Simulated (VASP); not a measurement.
InB3As4, 8 atoms in the cell. The structure is monoclinic, space group Cm (No. 8). Conventional cell: a = 12.006 Å, b = 3.570 Å, c = 6.399 Å, α = 90.00°, β = 99.22°, γ = 90.00°. B (site symmetry m) has 4 As at 2.08 to 2.27 Å within 2.8 Å. Within 2.7 Å of B (site symmetry m) lie 4 As at 2.06 to 2.24 Å. B (site symmetry m) has 4 As at 2.03 to 2.15 Å within 2.7 Å. In (site symmetry m) has 4 As at 2.49 to 2.53 Å within 3.3 Å. As (site symmetry m) has 3 B at 2.18 to 2.24 Å and 1 In at 2.53 Å within 2.9 Å. Within 2.8 Å of As (site symmetry m) lie 4 B at 2.15 to 2.27 Å. As (site symmetry m) has 3 B at 2.08 to 2.11 Å and 1 In at 2.49 Å within 2.8 Å. As (site symmetry m) has 2 B at 2.03 to 2.06 Å and 2 In at 2.49 Å within 2.7 Å. 

```yaml
Program: VASP 6.6.1
Task: single point
Functional: r2SCAN
Potentials_or_basis: VASP PAW PBE potentials, release 64 (B, In_d, As)
Cutoff: 520 eV
k_mesh: 8 × 8 × 4
Occupations: fermi-dirac, width 0.02 eV
Spin: no spin polarisation
Dipole_correction: no
Further_INCAR_settings: ALGO = Normal; EDIFF = 1e-07; NBANDS = 31
```

Potentials or basis: VASP PAW PBE potentials, release 64 (B, In_d, As).

The run is started by

```console
$ cat potpaw_PBE.64/B/POTCAR potpaw_PBE.64/In_d/POTCAR potpaw_PBE.64/As/POTCAR > POTCAR
$ cp INCAR.step1 INCAR
$ mpirun -np 1 vasp_std > vasp.out
$ cp INCAR.step2 INCAR
$ mpirun -np 1 vasp_std > vasp.out
```

Hardware: 1 thread of Intel Xeon 8259CL (shared host).

Question: Estimate the wall time of this run.

Answer: It took 38 min on 1 thread of Intel Xeon 8259CL, on a shared host, peak memory 0.58 GiB. Counts: k points 78.
